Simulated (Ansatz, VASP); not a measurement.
**HC12 in VASP and in Ansatz**

Contents of INCAR:

```
SYSTEM = HC12
  ALGO = Normal
  DIPOL = 0.5 0.5 0.299
  EDIFF = 1E-7
  ENCUT = 520
  GGA = PE
  IDIPOL = 3
  ISIF = 2
  ISMEAR = 0
  ISPIN = 2
  IVDW = 12
  LASPH = .TRUE.
  LCHARG = .FALSE.
  LDIPOL = .TRUE.
  LORBIT = 11
  LREAL = .FALSE.
  LWAVE = .FALSE.
  MAGMOM = 0 0 0 0 0 0 0 0 0 0 0 0 1
  NBANDS = 40
  NELM = 150
  PREC = Accurate
  SIGMA = 0.05
```

KPOINTS

```
k-points
0
G
  6 7 1
  0 0 0
```

File POSCAR:

```
HC12
1.0
    4.9311586502      0.0000000000      0.0000000000
    0.0000000000      4.0098697767      0.0000000000
    0.0000000000      0.0000000000     21.6014232414
C H
12 1
Direct
    0.2500000000      0.3776970832      0.1851729840
    0.7500000000      0.3776970832      0.1851729840
    0.0000000000      0.4720802753      0.2130426460
    0.5000000000      0.4720802753      0.2130426460
    0.0000000000      0.6609562027      0.2688143161
    0.5000000000      0.6609562027      0.2688143161
    0.2500000000      0.7503681903      0.2962457608
    0.7500000000      0.7503681903      0.2962457608
    0.2500000000      0.9412921293      0.3552728042
    0.7500000000      0.9412921293      0.3552728042
    0.0000000000      0.0234303656      0.3796705036
    0.5000000000      0.0234303656      0.3796705036
    0.2500000000      0.5234303656      0.4954036186
```

Input for Ansatz:

```yaml
crystal:
  lattice:
    - [4.9311586502, 0.0, 0.0]
    - [0.0, 4.0098697767, 0.0]
    - [0.0, 0.0, 21.6014232414]
  atoms:
    - { symbol: C, position: [0.25, 0.3776970832, 0.185172984] }
    - { symbol: C, position: [0.75, 0.3776970832, 0.185172984] }
    - { symbol: C, position: [0.0, 0.4720802753, 0.213042646] }
    - { symbol: C, position: [0.5, 0.4720802753, 0.213042646] }
    - { symbol: C, position: [0.0, 0.6609562027, 0.2688143161] }
    - { symbol: C, position: [0.5, 0.6609562027, 0.2688143161] }
    - { symbol: C, position: [0.25, 0.7503681903, 0.2962457608] }
    - { symbol: C, position: [0.75, 0.7503681903, 0.2962457608] }
    - { symbol: C, position: [0.25, 0.9412921293, 0.3552728042] }
    - { symbol: C, position: [0.75, 0.9412921293, 0.3552728042] }
    - { symbol: C, position: [0.0, 0.0234303656, 0.3796705036] }
    - { symbol: C, position: [0.5, 0.0234303656, 0.3796705036] }
    - { symbol: H, position: [0.25, 0.5234303656, 0.4954036186], spin: 1.0 }
basis:
  ecutwfc: 420
kpoints:
  mp_grid: { grid: [6, 7, 1] }
hamiltonian:
  xc: pbe
  pseudopotentials: { kind: paw, azcp: { folder: soft_1 } }
  dispersion: d3bj
scf:
  occupations: { method: gaussian, width: 0.05 }
output:
  forces: true
  eigenvalues: true
  populations: true
magnetization:
  spin_polarized: true
efield:
  axis: 3
  dipole_correction: true
  ramp_width: 0.04
```

Alike in both runs: task single point; functional PBE; dispersion D3(BJ); k mesh 6 × 7 × 1; occupations gaussian, width 0.05 eV; collinear spin.

```csv
,VASP,Ansatz
version,VASP 6.6.1,Ansatz 0.2.0
potentials or method,"VASP PAW PBE potentials, release 64 (C, H), cutoff 520 eV","scalar-relativistic, plane waves, PAW"
valence electrons in the cell,49,49
```

VASP gave:

- gap on the k mesh at the Fermi level (eV): 0.02
- least direct gap on the mesh (eV): 0.05
- rms of the force components (eV/Å): 0.904
- net moment per atom (μB): 0.08
- size of the moment on the site where the two differ most (μB): 0.37

Task: Estimate Ansatz's values.

Result: gap on the k mesh at the Fermi level (eV): 0.61; least direct gap on the mesh (eV): 0.63; rms of the force components (eV/Å): 1.064; net moment per atom (μB): 0.08; size of the moment on the site where the two differ most (μB): 0.89.

Site moments also hang on the region over which each program counts them. Atom by atom the forces differ by 0.285 eV/Å (rms over components).
